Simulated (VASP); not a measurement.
# CoPdC4N4 (P-43m) in VASP: a series of runs

Runs on CoPdC4N4. Level: PBE. Tasks: single point.

All numbers are computed with VASP 6.6.1; they aren't measurements. Logs are shortened: lines on timing, memory, paths and dates and some standing lists are left out, and cuts for length are marked.

### 1 The cell of the first run

Symmetry: P-43m, No. 215, cubic system. Conventional cell: a = 5.909 Å, b = 5.909 Å, c = 5.909 Å, α = 90.00°, β = 90.00°, γ = 90.00°. Within 2.5 Å of Co (site symmetry -43m) lie 4 C at 1.92 Å. Pd (site symmetry -43m) has 4 N at 2.03 Å within 2.7 Å. C (site symmetry 3m) has 1 N at 1.17 Å within 1.6 Å. Within 1.6 Å of N (site symmetry 3m) lie 1 C at 1.17 Å.

### 2 Single point, PBE, collinear spin, ferromagnetic start

The input, INCAR:

```
  PREC = Accurate
  ENCUT = 600
  EDIFF = 1E-6
  ISMEAR = 0
  SIGMA = 0.1
  LREAL = F
  LASPH = T
  NELM = 200
  ALGO = Normal
  ISIF = 2
  LWAVE = F
  LCHARG = F
  ISPIN = 2
  MAGMOM = 3 0 0 0 0 0 0 0 0 0
  LORBIT = 11
  LMAXMIX = 4
  GGA = PE
  NBANDS = 42
  GGA_COMPAT = F
```

The input, KPOINTS:

```
Automatic mesh
0
Gamma
  4 4 4
```

The input, POSCAR:

```
CoPdC4N4
1.0
    5.9086026500      0.0000000000      0.0000000000
    0.0000000000      5.9086026500      0.0000000000
    0.0000000000      0.0000000000      5.9086026500
Co Pd C N
1 1 4 4
Direct
    0.0000000000      0.0000000000      0.0000000000
    0.5000000000      0.5000000000      0.5000000000
    0.1873167900      0.1873167900      0.1873167900
    0.1873167900      0.8126832100      0.8126832100
    0.8126832100      0.1873167900      0.8126832100
    0.8126832100      0.8126832100      0.1873167900
    0.3016415900      0.3016415900      0.3016415900
    0.3016415900      0.6983584100      0.6983584100
    0.6983584100      0.3016415900      0.6983584100
    0.6983584100      0.6983584100      0.3016415900
```

Potentials or basis: VASP PAW PBE potentials, release 64 (Co, Pd, C, N).

The run is started by

```bash
cat potpaw_PBE.64/Co/POTCAR potpaw_PBE.64/Pd/POTCAR potpaw_PBE.64/C/POTCAR potpaw_PBE.64/N/POTCAR > POTCAR
mpirun -np 1 vasp_std > vasp.out
```

OUTCAR:

```text
PREC = Accurate
   ENCUT = 600
   EDIFF = 1E-6
   ISMEAR = 0
   LREAL = F
   LASPH = T
   NELM = 200
   ISIF = 2
   ISPIN = 2
   LORBIT = 11
   GGA = PE

 ion  position               nearest neighbor table
   1  0.000  0.000  0.000-   3 1.92   4 1.92   5 1.92   6 1.92
   2  0.500  0.500  0.500-   7 2.03   8 2.03   9 2.03  10 2.03
   3  0.187  0.187  0.187-   7 1.17   1 1.92
   4  0.187  0.813  0.813-   8 1.17   1 1.92
   5  0.813  0.187  0.813-   9 1.17   1 1.92
   6  0.813  0.813  0.187-  10 1.17   1 1.92
   7  0.302  0.302  0.302-   3 1.17   2 2.03
   8  0.302  0.698  0.698-   4 1.17   2 2.03
   9  0.698  0.302  0.698-   5 1.17   2 2.03
  10  0.698  0.698  0.302-   6 1.17   2 2.03

  LATTYP: Found a simple cubic cell.
 ALAT       =     5.9086026500

  Lattice vectors:

 A1 = (   5.9086026500,   0.0000000000,   0.0000000000)
 A2 = (   0.0000000000,   5.9086026500,   0.0000000000)
 A3 = (   0.0000000000,   0.0000000000,   5.9086026500)

Analysis of symmetry for initial positions (statically):
=====================================================================
 Subroutine PRICEL returns:
 Original cell was already a primitive cell.

 Routine SETGRP: Setting up the symmetry group for a
 simple cubic supercell.

 Subroutine GETGRP returns: Found 24 space group operations
 (whereof 24 operations were pure point group operations)
 out of a pool of 48 trial point group operations.

The static configuration has the point symmetry T_d .

Analysis of symmetry for dynamics (positions and initial velocities):
=====================================================================
 Subroutine PRICEL returns:
 Original cell was already a primitive cell.

 Routine SETGRP: Setting up the symmetry group for a
 simple cubic supercell.

 Subroutine GETGRP returns: Found 24 space group operations
 (whereof 24 operations were pure point group operations)
 out of a pool of 48 trial point group operations.

The dynamic configuration has the point symmetry T_d .

Analysis of structural, dynamic, and magnetic symmetry:
=====================================================================
 Subroutine PRICEL returns:
 Original cell was already a primitive cell.

 Routine SETGRP: Setting up the symmetry group for a
 simple cubic supercell.

 Subroutine GETGRP returns: Found 24 space group operations
 (whereof 24 operations were pure point group operations)
 out of a pool of 48 trial point group operations.

The overall configuration has the point symmetry T_d .

 Subroutine INISYM returns: Found 24 space group operations
 (whereof 24 operations are pure point group operations),
 and found     1 'primitive' translations

----------------------------------------------------------------------------------------

                                     Primitive cell

  volume of cell :     206.2787

  direct lattice vectors                    reciprocal lattice vectors
     5.908602650  0.000000000  0.000000000     0.169244754  0.000000000  0.000000000
     0.000000000  5.908602650  0.000000000     0.000000000  0.169244754  0.000000000
     0.000000000  0.000000000  5.908602650     0.000000000  0.000000000  0.169244754

  length of vectors
     5.908602650  5.908602650  5.908602650     0.169244754  0.169244754  0.169244754

  position of ions in fractional coordinates (direct lattice)
     0.000000000  0.000000000  0.000000000
     0.500000000  0.500000000  0.500000000
     0.187316790  0.187316790  0.187316790
     0.187316790  0.812683210  0.812683210
     0.812683210  0.187316790  0.812683210
     0.812683210  0.812683210  0.187316790
     0.301641590  0.301641590  0.301641590
     0.301641590  0.698358410  0.698358410
     0.698358410  0.301641590  0.698358410
     0.698358410  0.698358410  0.301641590

  ion indices of the primitive-cell ions
   primitive index   ion index
                 1           1
                 2           2
                 3           3
                 4           4
                 5           5
                 6           6
                 7           7
                 8           8
                 9           9
                10          10

----------------------------------------------------------------------------------------

 KPOINTS: Automatic mesh

Automatic generation of k-mesh.
 Grid dimensions read from file:
 generate k-points for:    4    4    4

 Generating k-lattice:

  Cartesian coordinates                     Fractional coordinates (reciprocal lattice)
     0.042311188  0.000000000  0.000000000     0.250000000  0.000000000  0.000000000
     0.000000000  0.042311188  0.000000000     0.000000000  0.250000000  0.000000000
     0.000000000  0.000000000  0.042311188     0.000000000  0.000000000  0.250000000

  Length of vectors
     0.042311188  0.042311188  0.042311188

  Shift w.r.t. Gamma in fractional coordinates (k-lattice)
     0.000000000  0.000000000  0.000000000

 Subroutine IBZKPT returns following result:
 ===========================================

 Found     10 irreducible k-points:

 Following reciprocal coordinates:
            Coordinates               Weight
  0.000000  0.000000  0.000000      1.000000
  0.250000  0.000000  0.000000      6.000000
  0.500000  0.000000  0.000000      3.000000
  0.250000  0.250000  0.000000     12.000000
  0.500000  0.250000  0.000000     12.000000
  0.500000  0.500000  0.000000      3.000000
  0.250000  0.250000  0.250000      8.000000
  0.500000  0.250000  0.250000     12.000000
  0.500000  0.500000  0.250000      6.000000
  0.500000  0.500000  0.500000      1.000000
   k-points           NKPTS =     10   k-points in BZ     NKDIM =     10   number of bands    NBANDS=     42
   number of dos      NEDOS =    301   number of ions     NIONS =     10
   total plane-waves  NPLWV = 110592
   dimension x,y,z NGX =    48 NGY =   48 NGZ =   48
   dimension x,y,z NGXF=    96 NGYF=   96 NGZF=   96
   ions per type =               1   1   4   4
   NGX,Y,Z   is equivalent  to a cutoff of  13.51, 13.51, 13.51 a.u.
   NGXF,Y,Z  is equivalent  to a cutoff of  27.01, 27.01, 27.01 a.u.
 SYSTEM =  unknown system
   PREC   = accura    normal or accurate (medium, high low for compatibility)
   ISTART =      0    job   : 0-new  1-cont  2-samecut
   ICHARG =      2    charge: 1-file 2-atom 10-const
   ISPIN  =      2    spin polarized calculation?
   LNONCOLLINEAR =      F non collinear calculations
   LSORBIT =      F    spin-orbit coupling
   LASPH  =      T    aspherical Exc in radial PAW
   ENCUT  =  600.0 eV  44.10 Ry    6.64 a.u.  11.80 11.80 11.80*2*pi/ulx,y,z
   NELM   =    200;   NELMIN=  2; NELMDL= -5     # of ELM steps
   EDIFF  = 0.1E-05   stopping-criterion for ELM
   LREAL  =      F    real-space projection
   EDIFFG = 0.1E-04   stopping-criterion for IOM
   NSW    =      0    number of steps for IOM
   IBRION =     -1    ionic relax: 0-MD 1-quasi-New 2-CG
   NFREE  =      0    steps in history (QN), initial steepest desc. (CG)
   ISIF   =      2    stress and relaxation
   ISYM   =      2    0-nonsym 1-usesym 2-fastsym
   POTIM  = 0.5000    time-step for ionic-motion
   TEBEG  =    0.0;   TEEND  =   0.0 temperature during run
   PSTRESS=    0.0 pullay stress
   NELECT =      55.0000    total number of electrons
   NUPDOWN=      -1.0000    fix difference up-down
   EMIN   =  10.00;   EMAX   =-10.00  energy-range for DOS
   EFERMI =   0.00;   METHOD = LEGACY
   ISMEAR =     0;   SIGMA  =   0.10  broadening in eV -4-tet -1-fermi 0-gaus
   EFERMI_NEDOS =   21; number of points for ismear=-14 and -15
   IALGO  =     38    algorithm
   IMIX   =      4    mixing-type and parameters
     AMIX     =   0.40;   BMIX     =  1.00
     AMIX_MAG =   1.60;   BMIX_MAG =  1.00
  volume/ion in A,a.u.               =      20.63       139.20
  Fermi-wavevector in a.u.,A,eV,Ry     =   1.053685  1.991177 15.105907  1.110253
  Thomas-Fermi vector in A             =   2.188817
   LORBIT       =     11    0 simple, 1 ext, 2 COOP (PROOUT), +10 PAW based schemes
   GGA     = PE    functional components
   LHFCALC =     F    Hartree Fock is set to
   AEXX    =    0.0000 exact exchange contribution
   IVDW    =     0    specifies the selected vdW correction
   LEPSILON=     F    determine dielectric tensor
   LRPA    =     F    only Hartree local field effects (RPA)
 spin polarized calculation
 Gauss-broadening in eV      SIGMA  =   0.10
  energy-cutoff  :      600.00
  volume of cell :      206.28
 maximum number of plane-waves:      6931
 NGX is ok and might be reduce to    48
   NGX = 23   NGY = 23   NGZ = 23

 number of electron      55.0000008 magnetization       0.9996941

 Free energy of the ion-electron system (eV)
  ---------------------------------------------------
  ext. energy  EPLUGINS =         0.00000000
  ---------------------------------------------------
  free energy    TOTEN  =       -75.28041631 eV

  energy without entropy =      -75.23565243  energy(sigma->0) =      -75.25803437

 E-fermi :  -1.0374     XC(G=0):  -7.2304

 val. band max:       -1.0406441054   @ k =   0.2500   0.2500   0.0000
 cond. band min:      -1.0333817889   @ k =   0.2500   0.2500   0.0000
 fundamental gap:      0.0072623165
 Fermi energy:        -1.0374494628

 spin component 1

 k-point     1 :       0.0000    0.0000    0.0000
  band No.  band energies     occupation
      1     -18.4831      1.00000
      2     -18.3772      1.00000
      3     -18.3772      1.00000
      4     -18.3772      1.00000
      5      -8.8688      1.00000
      6      -8.1527      1.00000
[... 31 lines left out ...]
     38       4.7279      0.00000
     39       4.7279      0.00000
[... 376 lines left out ...]
     38       4.6249      0.00000
     39       6.7019      0.00000
 Fermi energy:        -1.0374494628

 spin component 2

 k-point     1 :       0.0000    0.0000    0.0000
  band No.  band energies     occupation
      1     -18.5025      1.00000
      2     -18.3978      1.00000
      3     -18.3978      1.00000
      4     -18.3978      1.00000
      5      -8.8634      1.00000
      6      -8.3194      1.00000
[... 31 lines left out ...]
     38       4.7593      0.00000
     39       4.7593      0.00000
[... 376 lines left out ...]
     38       4.6559      0.00000
     39       6.4542      0.00000
 [bands above 39 left out]

------------------------ aborting loop because EDIFF is reached ----------------------------------------

  FORCE on cell =-STRESS in cart. coord.  units (eV):
  Direction    XX          YY          ZZ          XY          YZ          ZX
  --------------------------------------------------------------------------------------
  -------------------------------------------------------------------------------------
  Total        1.9779904      1.9779904      1.9779904     -0.0000000      0.0000000      0.0000000
  in kB       15.3631550     15.3631550     15.3631550     -0.0000000      0.0000000      0.0000000
  external PRESSURE =      15.3631550 kB  Pullay stress =       0.0000000 kB

 VOLUME and BASIS-vectors are now :
 -----------------------------------------------------------------------------
  energy-cutoff  :      600.00
  volume of cell :      206.28
      direct lattice vectors                 reciprocal lattice vectors
     5.908602650  0.000000000  0.000000000     0.169244754  0.000000000  0.000000000
     0.000000000  5.908602650  0.000000000     0.000000000  0.169244754  0.000000000
     0.000000000  0.000000000  5.908602650     0.000000000  0.000000000  0.169244754

 POSITION                                       TOTAL-FORCE (eV/Angst)
 -----------------------------------------------------------------------------------
      0.00000      0.00000      0.00000        -0.000000     -0.000000     -0.000000
      2.95430      2.95430      2.95430        -0.000000     -0.000000     -0.000000
      1.10678      1.10678      1.10678        -0.619210     -0.619210     -0.619210
      1.10678      4.80182      4.80182        -0.619210      0.619210      0.619210
      4.80182      1.10678      4.80182         0.619210     -0.619210      0.619210
      4.80182      4.80182      1.10678         0.619210      0.619210     -0.619210
      1.78228      1.78228      1.78228         0.198676      0.198676      0.198676
      1.78228      4.12632      4.12632         0.198676     -0.198676     -0.198676
      4.12632      1.78228      4.12632        -0.198676      0.198676     -0.198676
      4.12632      4.12632      1.78228        -0.198676     -0.198676      0.198676
 -----------------------------------------------------------------------------------
    total drift:                                0.000000      0.000000      0.000000

  FREE ENERGIE OF THE ION-ELECTRON SYSTEM (eV)
  ---------------------------------------------------
  free  energy   TOTEN  =       -75.2804163056 eV

  energy  without entropy=      -75.2356524259  energy(sigma->0) =      -75.25803437

 total charge

# of ion       s       p       d       tot
------------------------------------------
    1        0.491   0.658   7.160   8.309
    2        0.430   0.655   8.278   9.363
    3        0.963   1.621   0.000   2.584
    4        0.963   1.621   0.000   2.584
    5        0.963   1.621   0.000   2.584
    6        0.963   1.621   0.000   2.584
    7        1.302   2.562   0.000   3.864
    8        1.302   2.562   0.000   3.864
    9        1.302   2.562   0.000   3.864
   10        1.302   2.562   0.000   3.864
--------------------------------------------------
tot          9.980  18.045  15.438  43.464

 magnetization (x)

# of ion       s       p       d       tot
------------------------------------------
    1        0.010   0.121   1.787   1.918
    2       -0.001  -0.073  -0.952  -1.026
    3        0.012  -0.019   0.000  -0.007
    4        0.012  -0.019   0.000  -0.007
    5        0.012  -0.019   0.000  -0.007
    6        0.012  -0.019   0.000  -0.007
    7       -0.009  -0.007   0.000  -0.015
    8       -0.009  -0.007   0.000  -0.015
    9       -0.009  -0.007   0.000  -0.015
   10       -0.009  -0.007   0.000  -0.015
--------------------------------------------------
tot          0.022  -0.055   0.835   0.802
```

It took 10 min on 1 thread of Intel Xeon Platinum 8259CL at 2.50GHz (Skylake/Cascade Lake), shared host; peak memory 0.51 GiB.

Results:

```
Free energy                                           : -75.2804 eV
Pressure                                              : 1.5 GPa
Largest force                                         : 1.073 eV/Å
Band gap on the k mesh                                : zero (filled and empty bands overlap)
Net moment                                            : 1.00 μB per cell
Site moments                                          : Co +1.92; Pd -1.03; C -0.01; N -0.01 μB
Valence electrons inside the program's atomic spheres : Co 8.31; Pd 9.36; C 2.58; N 3.86
```

Forces in eV/Å, atoms in the order of the input:
```
Co   0.000  0.000  0.000
Pd   0.000  0.000  0.000
C   -0.619 -0.619 -0.619
C   -0.619  0.619  0.619
C    0.619 -0.619  0.619
C    0.619  0.619 -0.619
N    0.199  0.199  0.199
N    0.199 -0.199 -0.199
N   -0.199  0.199 -0.199
N   -0.199 -0.199  0.199
```

Caveat: a cell with one magnetic atom can't hold antiferromagnetic order, which such compounds often take; forces of over 1 eV/Å act on the atoms, so gaps and moduli don't describe the material at rest.

### 3 Single point, PBE, collinear spin, ferromagnetic start

This run uses another cell than the first one, of 21.01 Å³/atom.

The input, INCAR:

```
SYSTEM = CoPdC4N4
PREC = Accurate ; ENCUT = 600
EDIFF = 1E-6 ; ISMEAR = 0
SIGMA = 0.1 ; LREAL = .False.
LASPH = .True. ; NELM = 200
ALGO = Normal ; ISIF = 2
LWAVE = .False. ; LCHARG = .False.
ISPIN = 2 ; MAGMOM = 3 0 0 0 0 0 0 0 0 0
LORBIT = 11 ; LMAXMIX = 4
GGA = PE ; NBANDS = 42
GGA_COMPAT = .False.
```

The input, KPOINTS:

```
regular mesh
0
Gamma
  4 4 4
  0 0 0
```

The input, POSCAR:

```
CoPdC4N4
1.0
    5.9452504194      0.0000000000      0.0000000000
    0.0000000000      5.9452504194      0.0000000000
    0.0000000000      0.0000000000      5.9452504194
Co Pd C N
1 1 4 4
Direct
    0.0000000000      0.0000000000      0.0000000000
    0.5000000000      0.5000000000      0.5000000000
    0.1841462909      0.1841462909      0.1841462909
    0.1841462909      0.8158537091      0.8158537091
    0.8158537091      0.1841462909      0.8158537091
    0.8158537091      0.8158537091      0.1841462909
    0.2981945251      0.2981945251      0.2981945251
    0.2981945251      0.7018054749      0.7018054749
    0.7018054749      0.2981945251      0.7018054749
    0.7018054749      0.7018054749      0.2981945251
```

Potentials or basis: VASP PAW PBE potentials, release 64 (Co, Pd, C, N).

The run is started by

```bash
cat potpaw_PBE.64/Co/POTCAR potpaw_PBE.64/Pd/POTCAR potpaw_PBE.64/C/POTCAR potpaw_PBE.64/N/POTCAR > POTCAR
mpirun -np 1 vasp_std > vasp.out
```

It took 6.4 min on 1 thread of Intel Xeon Platinum 8259CL at 2.50GHz (Skylake/Cascade Lake), shared host; peak memory 0.51 GiB.

Results (log left out):

| Property | Result |
| --- | --- |
| Free energy | -75.3482 eV |
| Pressure | 0.2 GPa |
| Largest force | 0.353 eV/Å |
| Band gap on the k mesh | zero (filled and empty bands overlap) |
| Net moment | 1.00 μB per cell |
| Site moments | Co +1.86; Pd -1.04; C -0.00; N -0.01 μB |
| Valence electrons inside the program's atomic spheres | Co 8.38; Pd 9.21; C 2.58; N 3.85 |

Forces on the atoms (eV/Å):
```
Co   0.000  0.000  0.000
Pd   0.000  0.000  0.000
C   -0.204 -0.204 -0.204
C   -0.204  0.204  0.204
C    0.204 -0.204  0.204
C    0.204  0.204 -0.204
N    0.192  0.192  0.192
N    0.192 -0.192 -0.192
N   -0.192  0.192 -0.192
N   -0.192 -0.192  0.192
```

Levels at points of the mesh, in eV from the Fermi level:
Spin up:
```tsv
k point	band 24	band 25	band 26	band 27	band 28	band 29	band 30	band 31	band 32	band 33
(0.00, 0.00, 0.00)	-1.11	-0.95	-0.95	-0.95	-0.19	-0.19	-0.19	4.60	4.60	4.60
(0.50, 0.00, 0.00)	-1.38	-1.20	-1.20	-0.59	-0.02	0.24	0.24	4.50	4.50	4.81
(0.50, 0.50, 0.00)	-1.34	-1.14	-1.14	-0.63	-0.04	0.21	0.21	4.72	4.72	4.78
(0.50, 0.50, 0.50)	-1.01	-0.92	-0.92	-0.92	-0.13	-0.13	-0.13	4.88	4.88	4.88
```
Spin down:
```
           k point  band 24  band 25  band 26  band 27  band 28  band 29  band 30  band 31
(0.00, 0.00, 0.00)    -0.92    -0.92    -0.72    -0.72     0.62     0.62     0.62     4.92
(0.50, 0.00, 0.00)    -0.96    -0.96    -0.93    -0.49     0.79     0.88     0.88     4.80
(0.50, 0.50, 0.00)    -0.92    -0.91    -0.91    -0.51     0.80     0.86     0.86     5.02
(0.50, 0.50, 0.50)    -0.87    -0.87    -0.66    -0.66     0.68     0.68     0.68     5.20
```

Caveat: a cell with one magnetic atom can't hold antiferromagnetic order, which such compounds often take. With open d or f shells a metallic result of PBE can be an artefact of self-interaction; +U or a hybrid may open a gap.
